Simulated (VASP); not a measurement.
# TaN: electric field gradients with PBE

TaN:

```xyz
2
Lattice="2.8983 0.0000 0.0000 -1.4491 2.5100 0.0000 0.0000 0.0000 2.8440" Properties=species:S:1:pos:R:3 pbc="T T T"
Ta    0.0000    1.6733    1.4220
N     0.0000    0.0000    0.0000
```

```json
{
  "Program": "VASP 6.6.1",
  "Task": "electric field gradients",
  "Functional": "PBE",
  "Potentials or basis": "VASP PAW PBE potentials, release 64 (Ta_sv_GW, N)",
  "Cutoff": "520 eV",
  "k mesh": "12 × 12 × 10",
  "Occupations": "fermi-dirac, width 0.02 eV",
  "Spin": "no spin polarisation",
  "Dipole correction": "no",
  "Further INCAR settings": "ALGO = Normal; EDIFF = 1e-08; NBANDS = 16"
}
```

| Quantity | Value |
| --- | --- |
| Pressure | 20.4 GPa |
| Band gap on the k mesh | zero (bands 9 and 10 overlap by 0.53 eV) |
| Largest electric field gradient by atom | Ta +29.5; N -0.1 V/Å² |

Stress tensor (GPa, compression positive):
```
19.40  0.00  0.00
 0.00 19.40  0.00
 0.00  0.00 22.47
```

Levels at points of the mesh, in eV from the Fermi level:
| k point | band 5 | band 6 | band 7 | band 8 | band 9 | band 10 | band 11 | band 12 | band 13 | band 14 |
| --- | --- | --- | --- | --- | --- | --- | --- | --- | --- | --- |
| (0.00, 0.00, 0.00) | -18.18 | -4.86 | -4.86 | -4.50 | -3.09 | 2.39 | 3.66 | 3.66 | 4.15 | 4.15 |
| (0.50, 0.00, 0.00) | -15.76 | -8.62 | -5.50 | -3.75 | -3.37 | 3.08 | 4.15 | 5.33 | 5.50 | 7.69 |
| (0.00, 0.00, 0.50) | -15.33 | -9.70 | -4.01 | -4.01 | -0.20 | -0.20 | 2.40 | 3.34 | 3.34 | 8.43 |
| (0.50, 0.00, 0.50) | -16.16 | -7.66 | -6.45 | -6.03 | -0.37 | 4.34 | 5.57 | 6.32 | 7.36 | 10.66 |

Electric field gradients, principal values (V/Å²):
```tsv
atom	least	middle	greatest (by size)
1 Ta	-14.736	-14.737	29.473
2 N	0.028	0.029	-0.057
```

Run time: 29 s on 1 thread of Intel(R) Xeon(R) 6975P-C (Granite Rapids), on a shared host, peak memory 0.17 GiB.

Caveat: the cell stands under pressure; without QUAD_EFG the Cq values of the log hold for a quadrupole moment of 1 mb, not for the nuclei; spin-orbit coupling is left out, which moves the levels of the heavy elements.
